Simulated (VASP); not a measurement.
Bi2Se3:

```xyz
5
Lattice="2.4339 -3.6617 0.0000 2.4339 3.6617 0.0000 0.0000 0.0000 8.2574" Properties=species:S:1:pos:R:3 pbc="T T T"
Bi    2.4339    2.0374    0.0000
Bi    2.4339   -2.0374    0.0000
Se    1.2169    1.8308    4.1287
Se    1.2169   -1.8308    4.1287
Se    2.4339    0.0000    4.1287
```

| Item | Value |
| --- | --- |
| Program | VASP 6.6.1 |
| Task | relaxation of cell and atoms |
| Functional | PBE |
| Potentials or basis | VASP PAW PBE potentials, release 64 (Bi_d, Se) |
| Cutoff | 600 eV |
| k mesh | 4 × 4 × 2 |
| Occupations | gaussian, width 0.1 eV |
| Spin | no spin polarisation |

At the start: pressure 35.6 GPa; volume 29.44 Å³/atom.

Problem. Where does the relaxation end?

Solution. Over 20 steps the energy falls by 1755.5 meV/atom and the volume is 31.41 Å³/atom (+6.7 %); space group Cmmm (No. 65, to 0.05 Å).

The path:
```csv
step,energy change (eV),largest force (eV/Å),pressure (GPa),volume (Å³)
1,0.0000,2.6709,35.61,147.18
2,-2.5839,0.7959,-5.84,316.55
3,-6.9821,1.1055,-2.27,211.46
4,-7.0335,1.1298,-1.56,207.33
5,-7.0592,1.1704,-0.38,201.32
6,-7.0593,1.1618,-0.63,202.48
7,-7.2447,1.0931,-0.68,200.05
8,-7.7677,0.7478,-1.14,192.25
9,-8.2755,1.2180,-1.50,174.62
10,-8.2686,0.7633,-1.59,178.24
11,-8.4849,0.9732,-1.31,169.24
12,-8.1461,0.8907,4.57,141.66
13,-8.6018,1.0191,-0.67,161.67
14,-8.6211,0.9956,0.11,156.27
15,-8.6234,1.0083,-0.18,158.13
16,-8.7107,0.5998,-0.38,157.60
17,-8.7530,0.1438,-0.37,156.77
18,-8.7714,0.0106,0.64,154.59
19,-8.7715,0.0231,0.57,154.75
20,-8.7774,0.0104,0.04,157.03
```

Final structure:
```cif
data_structure
_symmetry_space_group_name_H-M 'P 1'
_symmetry_Int_Tables_number 1
_cell_length_a 5.4378
_cell_length_b 5.4378
_cell_length_c 6.1583
_cell_angle_alpha 90.000
_cell_angle_beta 90.000
_cell_angle_gamma 120.419
_cell_volume 157.03
loop_
_atom_site_label
_atom_site_type_symbol
_atom_site_fract_x
_atom_site_fract_y
_atom_site_fract_z
_atom_site_occupancy
Bi1 Bi 0.16922 0.83078 0.00000 1
Bi2 Bi 0.83078 0.16922 0.00000 1
Se1 Se 0.00000 0.50000 0.50000 1
Se2 Se 0.50000 0.00000 0.50000 1
Se3 Se 0.50000 0.50000 0.50000 1
```

Caveat: the k points lie up to 0.51 Å⁻¹ apart in the final cell; this functional lacks dispersion, which binds the layers, so the pressure and a relaxed spacing across them are unreliable.
